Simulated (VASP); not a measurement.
Wanted: the native input for a VASP 6.6.1 run.

* Task: single point
* Functional: PBE
* Potentials or basis: VASP PAW PBE potentials, release 64 (Ho_3, Pd), 4f in core
* Cutoff: 500 eV
* k mesh: 4 × 4 × 4
* Occupations: gaussian, width 0.1 eV
* Spin: no spin polarisation
* Dipole correction: no
* Mended: yes
* Further INCAR settings: ALGO = Normal; EDIFF = 1e-06; NBANDS = 31

The structure of Ho4Pd lies in POSCAR:

```
Ho4Pd
1.0
   -3.0602668500      3.0602668500      3.0602668500
    3.0602668500     -3.0602668500      3.0602668500
    3.0602668500      3.0602668500     -3.0602668500
Ho Pd
4 1
Direct
    0.0000000000      0.0000000000      0.5000000000
    0.5000000000      0.0000000000      0.0000000000
    0.0000000000      0.5000000000      0.0000000000
    0.5000000000      0.5000000000      0.5000000000
    0.0000000000      0.0000000000      0.0000000000
```

The cell was built from a structure type or drawn by symmetry, and may not be a known phase.

These files were run (other wordings do the same):

INCAR

```
SYSTEM = Ho4Pd
PREC = Accurate
ENCUT = 500
EDIFF = 1E-6
ISMEAR = 0
SIGMA = 0.1
LREAL = .False.
LASPH = .True.
NELM = 200
ALGO = Normal
ISIF = 2
LWAVE = .False.
LCHARG = .True.
GGA = PE
LELF = .True.
LVHAR = .True.
NBANDS = 31
GGA_COMPAT = .False.
LMAXMIX = 6
```

KPOINTS

```
Automatic mesh
0
Gamma
  4 4 4
  0 0 0
```

Potentials or basis: VASP PAW PBE potentials, release 64 (Ho_3, Pd), 4f in core.

Run with:

```bash
$ cat potpaw_PBE.64/Ho_3/POTCAR potpaw_PBE.64/Pd/POTCAR > POTCAR
$ mpirun -np 1 vasp_std > vasp.out
```

It gave:

| Item | Value |
| --- | --- |
| Pressure | 24.9 GPa |
| Band gap on the k mesh | zero (bands 23 and 24 overlap by 1.65 eV) |

Caveat: the k points lie up to 0.36 Å⁻¹ apart, too coarse for converged energies and pressures of a metal; spin-orbit coupling is left out, which moves the levels of the heavy elements; the 4f electrons are frozen in the core, so they carry no moment and show no levels.

Run time: 22 s on 1 thread of AMD EPYC 9R45 96-Core Processor (Zen 5), on a shared host, peak memory 0.21 GiB.
